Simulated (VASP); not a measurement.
# Fe (P6_3/mmc) in VASP: a series of runs

Fe is run at these levels: PBEsol; tasks: single point.

Everything below comes from runs of VASP 6.6.1. Logs are shortened: lines on timing, memory, paths and dates and some standing lists are left out, and cuts for length are marked.

### Step 1. The cell of the first run

The structure is hexagonal, space group P6_3/mmc (No. 194). The conventional cell has a = 2.419 Å, b = 2.419 Å, c = 7.798 Å, α = 90.00°, β = 90.00°, γ = 120.00°. Fe (site symmetry -3m) has 12 Fe at 2.40 to 2.42 Å within 3.2 Å. Within 3.2 Å of Fe (site symmetry -6m2) lie 12 Fe at 2.40 to 2.42 Å.

### Step 2. Single point, PBEsol, collinear spin, ferrimagnetic start

Input file INCAR:

```
SYSTEM = Fe
PREC = Accurate
ENCUT = 520
EDIFF = 1E-6
ISMEAR = -1
SIGMA = 0.05
LREAL = .FALSE.
LASPH = .TRUE.
NELM = 150
ALGO = Normal
ISIF = 2
LWAVE = .FALSE.
LCHARG = .TRUE.
ISPIN = 2
MAGMOM = 0.012 0.012 -0.445 -0.445
LORBIT = 11
LMAXMIX = 4
GGA = PS
LELF = .TRUE.
LVHAR = .TRUE.
NBANDS = 28
```

Input file KPOINTS:

```
Automatic mesh
0
G
  17 17 5
  0 0 0
```

Input file POSCAR:

```
Fe
1.0
    2.4191375546      0.0000000000      0.0000000000
   -1.2095687773      2.0950345775      0.0000000000
    0.0000000000      0.0000000000      7.7982746541
Fe
4
Direct
    0.0000000000      0.0000000000      0.0000000000
    0.0000000000      1.0000000000      0.5000000000
    0.3333333333      0.6666666667      0.2500000000
    0.6666666667      0.3333333333      0.7500000000
```

Potentials or basis: VASP PAW PBE potentials, release 64 (Fe).

Started as:

```bash
cat potpaw_PBE.64/Fe/POTCAR > POTCAR
mpirun -np 1 vasp_std > vasp.out
```

OUTCAR:

```text
SYSTEM = Fe
   PREC = Accurate
   ENCUT = 520
   EDIFF = 1E-6
   ISMEAR = -1
   LREAL = .FALSE.
   LASPH = .TRUE.
   NELM = 150
   ISIF = 2
   ISPIN = 2
   LORBIT = 11
   GGA = PS

 ion  position               nearest neighbor table
   1  0.000  0.000  0.000-   3 2.40   4 2.40   3 2.40   4 2.40   4 2.40   3 2.40
   2  0.000  0.000  0.500-   3 2.40   4 2.40   3 2.40   4 2.40   4 2.40   3 2.40
   3  0.333  0.667  0.250-   1 2.40   2 2.40   1 2.40   2 2.40   1 2.40   2 2.40
   4  0.667  0.333  0.750-   1 2.40   2 2.40   1 2.40   2 2.40   1 2.40   2 2.40

  LATTYP: Found a hexagonal cell.
 ALAT       =     2.4191375546
 C/A-ratio  =     3.2235763689

  Lattice vectors:

 A1 = (   2.4191375546,   0.0000000000,   0.0000000000)
 A2 = (  -1.2095687773,   2.0950345775,   0.0000000000)
 A3 = (   0.0000000000,   0.0000000000,   7.7982746541)

Analysis of symmetry for initial positions (statically):
=====================================================================
 Subroutine PRICEL returns:
 Original cell was already a primitive cell.

 Routine SETGRP: Setting up the symmetry group for a
 hexagonal supercell.

 Subroutine GETGRP returns: Found 24 space group operations
 (whereof 12 operations were pure point group operations)
 out of a pool of 24 trial point group operations.

The static configuration has the point symmetry D_3d.
 The point group associated with its full space group is D_6h.

Analysis of symmetry for dynamics (positions and initial velocities):
=====================================================================
 Subroutine PRICEL returns:
 Original cell was already a primitive cell.

 Routine SETGRP: Setting up the symmetry group for a
 hexagonal supercell.

 Subroutine GETGRP returns: Found 24 space group operations
 (whereof 12 operations were pure point group operations)
 out of a pool of 24 trial point group operations.

The dynamic configuration has the point symmetry D_3d.
 The point group associated with its full space group is D_6h.

Analysis of structural, dynamic, and magnetic symmetry:
=====================================================================
 Subroutine PRICEL returns:
 Original cell was already a primitive cell.

 Routine SETGRP: Setting up the symmetry group for a
 hexagonal supercell.

 Subroutine GETGRP returns: Found 24 space group operations
 (whereof 12 operations were pure point group operations)
 out of a pool of 24 trial point group operations.

The overall configuration has the point symmetry D_3d.
 The point group associated with its full space group is D_6h.

 Subroutine INISYM returns: Found 24 space group operations
 (whereof 12 operations are pure point group operations),
 and found     1 'primitive' translations

----------------------------------------------------------------------------------------

                                     Primitive cell

  volume of cell :      39.5230

  direct lattice vectors                    reciprocal lattice vectors
     2.419137555  0.000000000  0.000000000     0.413370458  0.238659545  0.000000000
    -1.209568777  2.095034577  0.000000000     0.000000000  0.477319091  0.000000000
     0.000000000  0.000000000  7.798274654     0.000000000  0.000000000  0.128233493

  length of vectors
     2.419137555  2.419137555  7.798274654     0.477319091  0.477319091  0.128233493

  position of ions in fractional coordinates (direct lattice)
     0.000000000  0.000000000  0.000000000
     0.000000000  0.000000000  0.500000000
     0.333333333  0.666666667  0.250000000
     0.666666667  0.333333333  0.750000000

  ion indices of the primitive-cell ions
   primitive index   ion index
                 1           1
                 2           2
                 3           3
                 4           4

----------------------------------------------------------------------------------------

 KPOINTS: Automatic mesh

Automatic generation of k-mesh.
 Grid dimensions read from file:
 generate k-points for:   17   17    5

 Generating k-lattice:

  Cartesian coordinates                     Fractional coordinates (reciprocal lattice)
     0.024315909  0.014038797  0.000000000     0.058823529  0.000000000  0.000000000
     0.000000000  0.028077594  0.000000000     0.000000000  0.058823529  0.000000000
     0.000000000  0.000000000  0.025646699     0.000000000  0.000000000  0.200000000

  Length of vectors
     0.028077594  0.028077594  0.025646699

  Shift w.r.t. Gamma in fractional coordinates (k-lattice)
     0.000000000  0.000000000  0.000000000

 Subroutine IBZKPT returns following result:
 ===========================================

 Found     99 irreducible k-points:

 Following reciprocal coordinates:
            Coordinates               Weight
  0.000000  0.000000  0.000000      1.000000
  0.058824 -0.000000  0.000000      6.000000
  0.117647 -0.000000  0.000000      6.000000
  0.176471  0.000000  0.000000      6.000000
  0.235294 -0.000000  0.000000      6.000000
[... 90 lines left out ...]
     28      29.2887      0.00000

 k-point     2 :       0.0588   -0.0000    0.0000
  band No.  band energies     occupation
      1      -1.8891      1.00000
      2       0.5078      1.00000
      3       0.5399      1.00000
      4       2.1154      1.00000
      5       4.7894      1.00000
      6       4.8457      1.00000
[... 20 lines left out ...]
     27      24.2890      0.00000
     28      28.8912      0.00000

 k-point     3 :       0.1176   -0.0000    0.0000
  band No.  band energies     occupation
      1      -1.4951      1.00000
      2       0.8355      1.00000
      3       0.8605      1.00000
      4       2.3793      1.00000
      5       4.5601      1.00000
      6       4.6589      1.00000
[... 616 lines left out ...]
      3       2.6889      1.00000
      4       3.2628      1.00000
      5       3.5483      1.00000
      6       3.6158      1.00000
[... 20 lines left out ...]
     27      19.5168      0.00000
     28      20.2292      0.00000

 k-point    24 :       0.1765    0.1765    0.0000
  band No.  band energies     occupation
      1       1.0931      1.00000
      2       2.3678      1.00000
      3       2.4287      1.00000
      4       3.5106      1.00000
      5       3.6392      1.00000
      6       3.8167      1.00000
[... 20 lines left out ...]
     27      21.5773      0.00000
     28      23.1629      0.00000

 [... further k-points ...]

 spin component 2

 k-point     1 :       0.0000    0.0000    0.0000
  band No.  band energies     occupation
      1      -2.0583      1.00000
      2       0.3440      1.00000
      3       0.3863      1.00000
      4       1.9077      1.00000
      5       4.6773      1.00000
      6       4.8485      1.00000
[... 20 lines left out ...]
     27      24.1550      0.00000
     28      29.2941      0.00000

 k-point     2 :       0.0588   -0.0000    0.0000
  band No.  band energies     occupation
      1      -1.9243      1.00000
      2       0.4583      1.00000
      3       0.4993      1.00000
      4       2.0017      1.00000
      5       4.5695      1.00000
      6       4.7730      1.00000
[... 20 lines left out ...]
     27      24.2350      0.00000
     28      28.8789      0.00000

 k-point     3 :       0.1176   -0.0000    0.0000
  band No.  band energies     occupation
      1      -1.5307      1.00000
      2       0.7827      1.00000
      3       0.8191      1.00000
      4       2.2634      1.00000
      5       4.3338      1.00000
      6       4.5894      1.00000
[... 616 lines left out ...]
      3       2.6020      1.00000
      4       3.0079      1.00000
      5       3.4615      1.00000
      6       3.5106      1.00000
[... 20 lines left out ...]
     27      19.3598      0.00000
     28      20.1067      0.00000

 k-point    24 :       0.1765    0.1765    0.0000
  band No.  band energies     occupation
      1       1.0471      1.00000
      2       2.2709      1.00000
      3       2.3167      1.00000
      4       3.3537      1.00000
      5       3.4362      1.00000
      6       3.7066      1.00000
[... 20 lines left out ...]
     27      21.4722      0.00000
     28      23.1139      0.00000

 [... further k-points ...]

------------------------ aborting loop because EDIFF is reached ----------------------------------------

  FORCE on cell =-STRESS in cart. coord.  units (eV):
  Direction    XX          YY          ZZ          XY          YZ          ZX
  --------------------------------------------------------------------------------------
  -------------------------------------------------------------------------------------
  Total       -0.1086608     -0.1086608     -0.1511894      0.0000000      0.0000000      0.0000000
  in kB       -4.4048697     -4.4048697     -6.1288864      0.0000000      0.0000000      0.0000000
  external PRESSURE =      -4.9795419 kB  Pullay stress =       0.0000000 kB

 VOLUME and BASIS-vectors are now :
 -----------------------------------------------------------------------------
  energy-cutoff  :      520.00
  volume of cell :       39.52
      direct lattice vectors                 reciprocal lattice vectors
     2.419137555  0.000000000  0.000000000     0.413370458  0.238659545  0.000000000
    -1.209568777  2.095034577  0.000000000     0.000000000  0.477319091  0.000000000
     0.000000000  0.000000000  7.798274654     0.000000000  0.000000000  0.128233493

 POSITION                                       TOTAL-FORCE (eV/Angst)
 -----------------------------------------------------------------------------------
      0.00000      0.00000      0.00000         0.000000      0.000000      0.000000
      0.00000      0.00000      3.89914         0.000000      0.000000      0.000000
     -0.00000      1.39669      1.94957         0.000000      0.000000     -0.000000
      1.20957      0.69834      5.84871        -0.000000     -0.000000      0.000000
 -----------------------------------------------------------------------------------
    total drift:                                0.000000     -0.000000      0.000000

  FREE ENERGIE OF THE ION-ELECTRON SYSTEM (eV)
  ---------------------------------------------------
  free  energy   TOTEN  =       -35.5352699094 eV

  energy  without entropy=      -35.4867509909  energy(sigma->0) =      -35.51101045

 total charge

# of ion       s       p       d       tot
------------------------------------------
    1        0.557   0.672   6.369   7.597
    2        0.557   0.672   6.369   7.597
    3        0.556   0.674   6.366   7.596
    4        0.556   0.674   6.366   7.596
--------------------------------------------------
tot          2.225   2.692  25.469  30.387

 magnetization (x)

# of ion       s       p       d       tot
------------------------------------------
    1        0.003   0.007   0.024   0.034
    2        0.003   0.007   0.024   0.034
    3        0.001   0.001  -0.485  -0.483
    4        0.001   0.001  -0.485  -0.483
--------------------------------------------------
tot          0.008   0.017  -0.922  -0.898
```

It took 2 min on 1 thread of Intel Xeon 6975P-C (Granite Rapids), shared host; peak memory 0.26 GiB.

Results:

```
Free energy                                           : -35.5353 eV
Pressure                                              : -0.5 GPa
Net moment                                            : -0.92 μB per cell
Site moments                                          : Fe +0.03, -0.48 μB
Valence electrons inside the program's atomic spheres : Fe 7.60
```

Levels at points of the mesh, in eV from the Fermi level:
Spin up:
```csv
k point,band 12,band 13,band 14,band 15,band 16,band 17,band 18,band 19
"(0.00, 0.00, 0.00)",-1.37,-1.37,-1.27,-1.27,-0.42,-0.42,0.28,0.28
```
Spin down:
```
           k point  band 12  band 13  band 14  band 15  band 16  band 17  band 18  band 19  band 20  band 21
(0.00, 0.00, 0.00)    -1.69    -1.69    -1.40    -1.40    -0.57    -0.57    -0.33    -0.33     0.25     0.34
```

Caveat: the PAW data sets were made with another functional, which shifts forces and pressure a little.

### Step 3. Single point, PBEsol, collinear spin, ferrimagnetic start (volume scaled by 1.04)

Input file INCAR:

```
PREC = Accurate
ENCUT = 520
EDIFF = 1E-7
ISMEAR = -1
SIGMA = 0.05
LREAL = False
LASPH = True
NELM = 150
ALGO = Normal
ISIF = 2
LWAVE = False
LCHARG = True
ISPIN = 2
MAGMOM = 0.012 0.012 -0.445 -0.445
LORBIT = 11
LMAXMIX = 4
GGA = PS
LELF = True
LVHAR = True
NBANDS = 28
```

Input file KPOINTS:

```
regular mesh
0
Gamma
  17 17 5
```

Input file POSCAR:

```
Fe
1.0
    2.4509719625      0.0000000000      0.0000000000
   -1.2254859813      2.1226039835      0.0000000000
    0.0000000000      0.0000000000      7.9008952993
Fe
4
Direct
    0.0000000000      0.0000000000      0.0000000000
    0.0000000000      1.0000000000      0.5000000000
    0.3333333333      0.6666666667      0.2500000000
    0.6666666667      0.3333333333      0.7500000000
```

Potentials or basis: VASP PAW PBE potentials, release 64 (Fe).

Started as:

```bash
cat potpaw_PBE.64/Fe/POTCAR > POTCAR
mpirun -np 1 vasp_std > vasp.out
```

Run time: 2.6 min. Hardware: 1 thread of Intel Xeon 6975P-C (Granite Rapids), shared host; peak memory 0.27 GiB.

The run converged. Its results:

```
Free energy                                           : -35.4768 eV
Pressure                                              : -10.8 GPa
Net moment                                            : -1.15 μB per cell
Site moments                                          : Fe +0.16, -0.72 μB
Valence electrons inside the program's atomic spheres : Fe 7.50, 7.49
```

Stress tensor (GPa, compression positive):
```
-11.11   0.00   0.00
  0.00 -11.11   0.00
  0.00   0.00 -10.24
```

Levels at points of the mesh, in eV from the Fermi level:
Spin up:
```csv
k point,band 12,band 13,band 14,band 15,band 16,band 17,band 18,band 19
"(0.00, 0.00, 0.00)",-1.32,-1.32,-1.10,-1.10,-0.44,-0.44,0.26,0.32
```
Spin down:
```tsv
k point	band 14	band 15	band 16	band 17	band 18	band 19
(0.00, 0.00, 0.00)	-1.29	-1.29	-0.56	-0.56	-0.50	-0.50
```

Caveat: the PAW data sets were made with another functional, which shifts forces and pressure a little.

### Step 4. Single point, PBEsol, collinear spin, ferrimagnetic start (volume scaled by 1.08)

Input file INCAR:

```
SYSTEM = Fe
PREC = Accurate ; ENCUT = 520
EDIFF = 1E-6 ; ISMEAR = -1
SIGMA = 0.05 ; LREAL = .FALSE.
LASPH = .TRUE. ; NELM = 150
ALGO = Normal ; ISIF = 2
LWAVE = .FALSE. ; LCHARG = .FALSE.
ISPIN = 2 ; MAGMOM = 0.012 0.012 -0.445 -0.445
LORBIT = 11 ; LMAXMIX = 4
GGA = PS ; NBANDS = 28
```

Input file KPOINTS:

```
regular mesh
0
G
  17 17 5
  0 0 0
```

Input file POSCAR:

```
Fe
1.0
    2.4820002180      0.0000000000      0.0000000000
   -1.2410001090      2.1494752410      0.0000000000
    0.0000000000      0.0000000000      8.0009172504
Fe
4
Direct
    0.0000000000      0.0000000000      0.0000000000
    0.0000000000      1.0000000000      0.5000000000
    0.3333333333      0.6666666667      0.2500000000
    0.6666666667      0.3333333333      0.7500000000
```

Started as:

```bash
cat potpaw_PBE.64/Fe/POTCAR > POTCAR
mpirun -np 1 vasp_std > vasp.out
```

Wall time 2.7 min (1 thread of Intel Xeon 6975P-C (Granite Rapids), shared host); peak memory 0.28 GiB.

The run converged. Its results:

| Item | Value |
| --- | --- |
| Free energy | -35.3348 eV |
| Pressure | -17.4 GPa |
| Net moment | -1.38 μB per cell |
| Site moments | Fe +0.43, -1.11 μB |
| Valence electrons inside the program's atomic spheres | Fe 7.41, 7.40 |

Stress tensor (GPa, compression positive):
```
-18.64   0.00   0.00
  0.00 -18.64   0.00
  0.00   0.00 -15.04
```

Levels at points of the mesh, in eV from the Fermi level:
Spin up:
| k point | band 13 | band 14 | band 15 | band 16 | band 17 | band 18 |
| --- | --- | --- | --- | --- | --- | --- |
| (0.00, 0.00, 0.00) | -1.26 | -0.86 | -0.86 | -0.55 | -0.55 | 0.22 |
Spin down:
| k point | band 12 | band 13 | band 14 | band 15 | band 16 | band 17 | band 18 | band 19 | band 20 | band 21 |
| --- | --- | --- | --- | --- | --- | --- | --- | --- | --- | --- |
| (0.00, 0.00, 0.00) | -1.74 | -1.70 | -1.12 | -1.12 | -0.76 | -0.76 | -0.53 | -0.53 | 0.18 | 0.46 |

Caveat: the PAW data sets were made with another functional, which shifts forces and pressure a little.

### Step 5. Single point, PBEsol, collinear spin, ferromagnetic start

Input file INCAR:

```
SYSTEM = Fe
ALGO = Normal ; EDIFF = 1E-7
ENCUT = 520 ; GGA = PS
ISIF = 2 ; ISMEAR = -1
ISPIN = 2 ; LASPH = .TRUE.
LCHARG = .FALSE. ; LMAXMIX = 4
LORBIT = 11 ; LREAL = .FALSE.
LWAVE = .FALSE. ; MAGMOM = 2.5 2.5 2.5 2.5
NBANDS = 28 ; NELM = 150
PREC = Accurate ; SIGMA = 0.05
```

Input file KPOINTS:

```
k-points
0
G
  14 14 4
  0 0 0
```

Input file POSCAR:

```
Fe
1.0
    2.4191476518      0.0000000000      0.0000000000
   -1.2095738259      2.0950433219      0.0000000000
    0.0000000000      0.0000000000      7.7982618564
Fe
4
Direct
    0.0000000000      0.0000000000      0.0000000000
    0.0000000000      0.0000000000      0.5000000000
    0.3333333333      0.6666666667      0.2500000000
    0.6666666667      0.3333333333      0.7500000000
```

Started as:

```bash
cat potpaw_PBE.64/Fe/POTCAR > POTCAR
mpirun -np 1 vasp_std > vasp.out
```

It took 2.4 min on 1 thread of Intel Xeon 6975P-C (Granite Rapids), shared host; peak memory 0.23 GiB.

The run converged. Its results:

```yaml
Free_energy: -35.5348 eV
Pressure: -0.4 GPa
Net_moment: 0.95 μB per cell
Site_moments: Fe -0.03, +0.50 μB
Valence_electrons_inside_the_program's_atomic_spheres: Fe 7.60
```

Levels at points of the mesh, in eV from the Fermi level:
Spin up:
```
           k point  band 14  band 15  band 16  band 17  band 18  band 19
(0.00, 0.00, 0.00)    -1.40    -1.40    -0.58    -0.58    -0.34    -0.34
(0.50, 0.00, 0.00)     0.78     0.79     0.80     0.88     0.96     1.09
(0.00, 0.00, 0.50)    -1.68    -1.31    -1.31    -0.40    -0.40    -0.40
(0.50, 0.00, 0.50)    -0.56     0.39     0.39     0.80     0.80     1.11
```
Spin down:
| k point | band 12 | band 13 | band 14 | band 15 | band 16 | band 17 | band 18 | band 19 |
| --- | --- | --- | --- | --- | --- | --- | --- | --- |
| (0.00, 0.00, 0.00) | -1.37 | -1.37 | -1.27 | -1.27 | -0.42 | -0.42 | 0.29 | 0.29 |
| (0.50, 0.00, 0.00) | -0.63 | -0.29 | 0.90 | 1.03 | 1.03 | 1.14 | 1.29 | 1.32 |
| (0.00, 0.00, 0.50) | -1.47 | -1.47 | -1.47 | -1.22 | -1.22 | -0.10 | -0.10 | -0.10 |
| (0.50, 0.00, 0.50) | -1.05 | -0.32 | -0.32 | 0.70 | 0.70 | 1.05 | 1.05 | 1.34 |

Caveat: the PAW data sets were made with another functional, which shifts forces and pressure a little.

### Step 6. The runs side by side

```tsv
spin	cell	k mesh	gap on the mesh (eV)	pressure (GPa)	moment (μB)
collinear, ferrimagnetic start	a = 2.419, b = 2.419, c = 7.798 Å, angles 90.0, 90.0, 120.0°, 4 atoms	17 × 17 × 5	none	-0.5	0.92
collinear, ferrimagnetic start	a = 2.451, b = 2.451, c = 7.901 Å, angles 90.0, 90.0, 120.0°, 4 atoms	17 × 17 × 5	none	-10.8	1.15
collinear, ferrimagnetic start	a = 2.482, b = 2.482, c = 8.001 Å, angles 90.0, 90.0, 120.0°, 4 atoms	17 × 17 × 5	none	-17.4	1.38
collinear, ferromagnetic start	a = 2.419, b = 2.419, c = 7.798 Å, angles 90.0, 90.0, 120.0°, 4 atoms	14 × 14 × 4	none	-0.4	0.95
```

Alike in all rows: task single point; level PBEsol; potentials or basis VASP PAW PBE potentials, release 64 (Fe); cutoff (eV) 520; smearing fermi-dirac 0.05 eV.

Caveats: the PAW data sets were made with another functional, which shifts forces and pressure a little.

Absolute energies hang on the potentials; compare differences alone.
